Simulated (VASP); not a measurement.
# Ta (I4/mmm) in VASP: a series of runs

The runs below take Ta through single point, with PBE.

Everything below comes from runs of VASP 6.6.1. Logs are shortened: lines on timing, memory, paths and dates and some standing lists are left out, and cuts for length are marked.

### Step 1. The cell of the first run

It takes space group I4/mmm (No. 139, tetragonal). The conventional cell has a = 2.905 Å, b = 2.905 Å, c = 4.159 Å, α = 90.00°, β = 90.00°, γ = 90.00°. Within 3.8 Å of Ta (site symmetry 4/mmm) lie 12 Ta at 2.91 to 2.92 Å.

This isn't the form of Ta at room conditions, which is bcc.

### Step 2. Single point, PBE (17.55 Å³/atom)

Contents of INCAR:

```
  ALGO = Normal
  EDIFF = 1E-6
  ENCUT = 520
  GGA = PE
  ISIF = 2
  ISMEAR = 0
  LASPH = True
  LCHARG = True
  LELF = True
  LREAL = False
  LVHAR = True
  LWAVE = False
  NBANDS = 12
  NELM = 60
  PREC = Accurate
  SIGMA = 0.15
```

Contents of KPOINTS:

```
k-points
0
Gamma
  20 20 20
```

Contents of POSCAR:

```
Ta
1.0
   -1.4525586494      1.4525586494      2.0793377066
    1.4525586494     -1.4525586494      2.0793377066
    1.4525586494      1.4525586494     -2.0793377066
Ta
1
Direct
    0.0000000000      0.0000000000      0.0000000000
```

Potentials or basis: VASP PAW PBE potentials, release 64 (Ta_pv).

The run is started by

```
$ cat potpaw_PBE.64/Ta_pv/POTCAR > POTCAR
$ mpirun -np 1 vasp_std > vasp.out
```

OUTCAR:

```text
EDIFF = 1E-6
   ENCUT = 520
   GGA = PE
   ISIF = 2
   ISMEAR = 0
   LASPH = True
   LREAL = False
   NELM = 60
   PREC = Accurate

 ion  position               nearest neighbor table
   1  0.000  0.000  0.000-

  LATTYP: Found a body centered tetragonal cell.
 ALAT       =     2.9051172988
 C/A-ratio  =     1.4315000000

  Lattice vectors:

 A1 = (  -1.4525586494,   1.4525586494,   2.0793377066)
 A2 = (   1.4525586494,  -1.4525586494,   2.0793377066)
 A3 = (   1.4525586494,   1.4525586494,  -2.0793377066)

Analysis of symmetry for initial positions (statically):
=====================================================================
 Subroutine PRICEL returns:
 Original cell was already a primitive cell.

 Routine SETGRP: Setting up the symmetry group for a
 body centered tetragonal supercell.

 Subroutine GETGRP returns: Found 16 space group operations
 (whereof 16 operations were pure point group operations)
 out of a pool of 16 trial point group operations.

The static configuration has the point symmetry D_4h.

Analysis of symmetry for dynamics (positions and initial velocities):
=====================================================================
 Subroutine PRICEL returns:
 Original cell was already a primitive cell.

 Routine SETGRP: Setting up the symmetry group for a
 body centered tetragonal supercell.

 Subroutine GETGRP returns: Found 16 space group operations
 (whereof 16 operations were pure point group operations)
 out of a pool of 16 trial point group operations.

The dynamic configuration has the point symmetry D_4h.

 Subroutine INISYM returns: Found 16 space group operations
 (whereof 16 operations are pure point group operations),
 and found     1 'primitive' translations

----------------------------------------------------------------------------------------

                                     Primitive cell

  volume of cell :      17.5490

  direct lattice vectors                    reciprocal lattice vectors
    -1.452558649  1.452558649  2.079337707     0.000000000  0.344220180  0.240461181
     1.452558649 -1.452558649  2.079337707     0.344220180  0.000000000  0.240461181
     1.452558649  1.452558649 -2.079337707     0.344220180  0.344220180  0.000000000

  length of vectors
     2.922926369  2.922926369  2.922926369     0.419891786  0.419891786  0.486800847

  position of ions in fractional coordinates (direct lattice)
     0.000000000  0.000000000  0.000000000

  ion indices of the primitive-cell ions
   primitive index   ion index
                 1           1

----------------------------------------------------------------------------------------

 KPOINTS: k-points

Automatic generation of k-mesh.
 Grid dimensions read from file:
 generate k-points for:   20   20   20

 Generating k-lattice:

  Cartesian coordinates                     Fractional coordinates (reciprocal lattice)
     0.000000000  0.017211009  0.012023059     0.050000000  0.000000000  0.000000000
     0.017211009  0.000000000  0.012023059     0.000000000  0.050000000  0.000000000
     0.017211009  0.017211009  0.000000000     0.000000000  0.000000000  0.050000000

  Length of vectors
     0.020994589  0.020994589  0.024340042

  Shift w.r.t. Gamma in fractional coordinates (k-lattice)
     0.000000000  0.000000000  0.000000000

 Subroutine IBZKPT returns following result:
 ===========================================

 Found    641 irreducible k-points:

 Following reciprocal coordinates:
            Coordinates               Weight
  0.000000  0.000000  0.000000      1.000000
  0.050000  0.000000  0.000000      8.000000
  0.100000  0.000000 -0.000000      8.000000
  0.150000  0.000000 -0.000000      8.000000
  0.200000  0.000000 -0.000000      8.000000
  0.250000  0.000000 -0.000000      8.000000
[... 16 lines left out ...]
 -0.400000  0.050000  0.000000     16.000000
 -0.350000  0.050000 -0.000000     16.000000
 [... further k-points ...]
   k-points           NKPTS =    641   k-points in BZ     NKDIM =    641   number of bands    NBANDS=     12
   number of dos      NEDOS =    301   number of ions     NIONS =      1
   total plane-waves  NPLWV =  13824
   dimension x,y,z NGX =    24 NGY =   24 NGZ =   24
   dimension x,y,z NGXF=    48 NGYF=   48 NGZF=   48
   ions per type =               1
   NGX,Y,Z   is equivalent  to a cutoff of  13.65, 13.65, 13.65 a.u.
   NGXF,Y,Z  is equivalent  to a cutoff of  27.30, 27.30, 27.30 a.u.
 SYSTEM =  unknown system
   PREC   = accura    normal or accurate (medium, high low for compatibility)
   ISTART =      0    job   : 0-new  1-cont  2-samecut
   ICHARG =      2    charge: 1-file 2-atom 10-const
   ISPIN  =      1    spin polarized calculation?
   LNONCOLLINEAR =      F non collinear calculations
   LSORBIT =      F    spin-orbit coupling
   LASPH  =      T    aspherical Exc in radial PAW
   ENCUT  =  520.0 eV  38.22 Ry    6.18 a.u.   5.43  5.43  5.43*2*pi/ulx,y,z
   NELM   =     60;   NELMIN=  2; NELMDL= -5     # of ELM steps
   EDIFF  = 0.1E-05   stopping-criterion for ELM
   LREAL  =      F    real-space projection
   EDIFFG = 0.1E-04   stopping-criterion for IOM
   NSW    =      0    number of steps for IOM
   IBRION =     -1    ionic relax: 0-MD 1-quasi-New 2-CG
   NFREE  =      0    steps in history (QN), initial steepest desc. (CG)
   ISIF   =      2    stress and relaxation
   ISYM   =      2    0-nonsym 1-usesym 2-fastsym
   POTIM  = 0.5000    time-step for ionic-motion
   TEBEG  =    0.0;   TEEND  =   0.0 temperature during run
   PSTRESS=    0.0 pullay stress
   NELECT =      11.0000    total number of electrons
   NUPDOWN=      -1.0000    fix difference up-down
   EMIN   =  10.00;   EMAX   =-10.00  energy-range for DOS
   EFERMI =   0.00;   METHOD = LEGACY
   ISMEAR =     0;   SIGMA  =   0.15  broadening in eV -4-tet -1-fermi 0-gaus
   EFERMI_NEDOS =   21; number of points for ismear=-14 and -15
   IALGO  =     38    algorithm
   IMIX   =      4    mixing-type and parameters
     AMIX     =   0.40;   BMIX     =  1.00
     AMIX_MAG =   1.60;   BMIX_MAG =  1.00
  volume/ion in A,a.u.               =      17.55       118.43
  Fermi-wavevector in a.u.,A,eV,Ry     =   1.401054  2.647609 26.707595  1.962953
  Thomas-Fermi vector in A             =   2.523954
   LORBIT       =      0    0 simple, 1 ext, 2 COOP (PROOUT), +10 PAW based schemes
   GGA     = PE    functional components
   LHFCALC =     F    Hartree Fock is set to
   AEXX    =    0.0000 exact exchange contribution
   IVDW    =     0    specifies the selected vdW correction
   LEPSILON=     F    determine dielectric tensor
   LRPA    =     F    only Hartree local field effects (RPA)
 non-spin polarized calculation
 Gauss-broadening in eV      SIGMA  =   0.15
  energy-cutoff  :      520.00
  volume of cell :       17.55
 maximum number of plane-waves:       497
 NGX is ok and might be reduce to    24
   NGX = 11   NGY = 11   NGZ = 11

 number of electron      10.9999999 magnetization

 Free energy of the ion-electron system (eV)
  ---------------------------------------------------
  ext. energy  EPLUGINS =         0.00000000
  ---------------------------------------------------
  free energy    TOTEN  =       -11.52272249 eV

  energy without entropy =      -11.50995228  energy(sigma->0) =      -11.51633738

 E-fermi :   6.0998     XC(G=0): -12.7544

 val. band max:        6.0989328759   @ k =   0.4000   0.3000  -0.0000
 cond. band min:       6.1008704568   @ k =  -0.0500   0.4000   0.0500
 fundamental gap:      0.0019375808
 Fermi energy:         6.0997586806

 k-point     1 :       0.0000    0.0000    0.0000
  band No.  band energies     occupation
      1     -27.2802      2.00000
      2     -27.2795      2.00000
      3     -27.2795      2.00000
      4      -2.3180      2.00000
      5       6.4026      0.00430
      6       6.5725      0.00001
      7       6.5725      0.00001
      8       9.6765      0.00000
      9       9.9228      0.00000
     10      18.7558      0.00000
     11      20.4479      0.00000
     12      23.6784      0.00000

 k-point     2 :       0.0500    0.0000    0.0000
  band No.  band energies     occupation
      1     -27.3137      2.00000
      2     -27.2844      2.00000
      3     -27.2834      2.00000
      4      -2.2082      2.00000
      5       6.3753      0.00938
      6       6.5546      0.00002
      7       6.6256      0.00000
      8       9.6241      0.00000
      9       9.8641      0.00000
     10      18.9891      0.00000
     11      20.4476      0.00000
     12      23.3239      0.00000

 k-point     3 :       0.1000    0.0000   -0.0000
  band No.  band energies     occupation
      1     -27.4113      2.00000
      2     -27.2973      2.00000
      3     -27.2947      2.00000
      4      -1.8886      2.00000
      5       6.1504      0.63279
      6       6.6609      0.00000
      7       6.7695      0.00000
      8       9.5000      0.00000
      9       9.7201      0.00000
     10      19.6258      0.00000
     11      20.4469      0.00000
     12      22.2853      0.00000

 k-point     4 :       0.1500    0.0000   -0.0000
  band No.  band energies     occupation
      1     -27.5608      2.00000
      2     -27.3173      2.00000
      3     -27.3123      2.00000
      4      -1.3894      2.00000
      5       5.8198      1.99170
      6       6.8238      0.00000
      7       6.9500      0.00000
      8       9.4005      0.00000
      9       9.5841      0.00000
     10      20.2644      0.00000
     11      20.4490      0.00000
     12      21.5418      0.00000

 k-point     5 :       0.2000    0.0000   -0.0000
  band No.  band energies     occupation
      1     -27.7447      2.00000
      2     -27.3423      2.00000
      3     -27.3344      2.00000
      4      -0.7655      2.00000
      5       5.5092      2.00000
      6       6.9171      0.00000
      7       7.0677      0.00000
      8       9.4675      0.00000
      9       9.5969      0.00000
     10      19.7464      0.00000
     11      20.4502      0.00000
     12      22.2240      0.00000
[... 228 lines left out ...]
      1     -28.5387      2.00000
      2     -27.4700      2.00000
      3     -27.4523      2.00000
      4       1.2880      2.00000
      5       6.0673      1.24032
      6       6.3215      0.03655
      7       6.9673      0.00000
      8      12.3704      0.00000
      9      12.4603      0.00000
     10      16.9999      0.00000
     11      18.6207      0.00000
     12      20.4549      0.00000

 k-point    22 :      -0.4500    0.0500    0.0000
  band No.  band energies     occupation
      1     -28.4928      2.00000
      2     -27.4636      2.00000
      3     -27.4448      2.00000
      4       1.2530      2.00000
      5       6.1049      0.96150
      6       6.3810      0.00802
      7       6.6612      0.00000
      8      11.9568      0.00000
      9      12.2858      0.00000
     10      17.1791      0.00000
     11      19.2249      0.00000
     12      20.4573      0.00000

 k-point    23 :      -0.4000    0.0500    0.0000
  band No.  band energies     occupation
      1     -28.3944      2.00000
      2     -27.4516      2.00000
      3     -27.4280      2.00000
      4       1.1381      2.00000
      5       5.9298      1.89100
      6       6.3726      0.01010
      7       6.5688      0.00001
      8      11.2774      0.00000
      9      11.8406      0.00000
     10      17.5170      0.00000
     11      20.3532      0.00000
     12      20.5396      0.00000

 k-point    24 :      -0.3500    0.0500   -0.0000
  band No.  band energies     occupation
      1     -28.2513      2.00000
      2     -27.4334      2.00000
      3     -27.4050      2.00000
      4       0.8687      2.00000
      5       5.4788      2.00000
      6       6.5401      0.00003
      7       6.7467      0.00000
      8      10.5243      0.00000
      9      11.2315      0.00000
     10      17.9978      0.00000
     11      20.4449      0.00000
     12      21.9505      0.00000

 [... further k-points ...]
[... 5 lines left out ...]
  --------------------------------------------------------------------------------------
  -------------------------------------------------------------------------------------
  Total        1.6228842      1.6228842      1.8402859      0.0000000      0.0000000     -0.0000000
  in kB      148.1650392    148.1650392    168.0132400      0.0000000      0.0000000     -0.0000000
  external PRESSURE =     154.7811061 kB  Pullay stress =       0.0000000 kB

 VOLUME and BASIS-vectors are now :
 -----------------------------------------------------------------------------
  energy-cutoff  :      520.00
  volume of cell :       17.55
      direct lattice vectors                 reciprocal lattice vectors
    -1.452558649  1.452558649  2.079337707     0.000000000  0.344220180  0.240461181
     1.452558649 -1.452558649  2.079337707     0.344220180  0.000000000  0.240461181
     1.452558649  1.452558649 -2.079337707     0.344220180  0.344220180  0.000000000

 POSITION                                       TOTAL-FORCE (eV/Angst)
 -----------------------------------------------------------------------------------
      0.00000      0.00000      0.00000        -0.000000      0.000000      0.000000
 -----------------------------------------------------------------------------------
    total drift:                                0.000000      0.000000      0.000000

  FREE ENERGIE OF THE ION-ELECTRON SYSTEM (eV)
  ---------------------------------------------------
  free  energy   TOTEN  =       -11.5227224937 eV

  energy  without entropy=      -11.5099522752  energy(sigma->0) =      -11.51633738
```

It took 79 s on 1 thread of Intel Xeon 8259CL, shared host; peak memory 0.26 GiB.

Results:

| Quantity | Value |
| --- | --- |
| Free energy | -11.5227 eV |
| Pressure | 15.5 GPa |
| Band gap on the k mesh | zero (an odd number of electrons rules out a gap without spin polarisation) |

Stress tensor (GPa, compression positive):
```
14.82  0.00  0.00
 0.00 14.82  0.00
 0.00  0.00 16.80
```

Levels at points of the mesh, in eV from the Fermi level:
```csv
k point,band 2,band 3,band 4,band 5,band 6,band 7,band 8,band 9
"(0.00, 0.00, 0.00)",-33.38,-33.38,-8.42,0.30,0.47,0.47,3.58,3.82
"(0.50, 0.00, 0.00)",-33.56,-33.54,-4.91,0.07,0.25,0.92,6.22,6.32
"(0.50, 0.50, 0.00)",-33.86,-33.83,-4.79,-3.70,3.38,6.25,6.94,7.13
"(0.50, 0.50, 0.50)",-33.82,-33.82,-4.80,-3.68,3.15,6.28,7.04,7.04
```

Caveat: the cell stands under pressure; spin-orbit coupling is left out, which moves the levels of the heavy elements.

[end of part 1 of 2]
